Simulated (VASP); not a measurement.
BP:

```
B P
1.0
     3.20394    0.00000    0.00000
    -1.60197    2.77469    0.00000
     0.00000    0.00000    8.46663
B P
2 2
Direct
  0.33333 0.66667 0.25000
  0.66667 0.33333 0.75000
  0.66667 0.33333 0.25000
  0.33333 0.66667 0.75000
```

Base run:

* Program: VASP 6.6.1
* Functional: PBE
* Potentials or basis: VASP PAW PBE potentials, release 64 (B, P)
* Cutoff: 520 eV
* k mesh: 6 × 6 × 2
* Occupations: gaussian, width 0.01 eV
* Spin: no spin polarisation

Its results: band gap on the k mesh 0.87 eV, direct; pressure 1.0 GPa.

Q: The run is repeated on the same cell with these changes: functional from PBE to HSE06. What comes out?

A: Band gap on the k mesh 1.34 eV, direct; pressure -0.5 GPa.

HSE06 gives the wider gap, since exact exchange removes part of the self-interaction.

Caveats: this functional lacks dispersion, which binds the layers, so the pressure and a relaxed spacing across them are unreliable; the PAW data sets were made with another functional, which shifts forces and pressure a little (some runs).

A k mesh can miss the band edges.
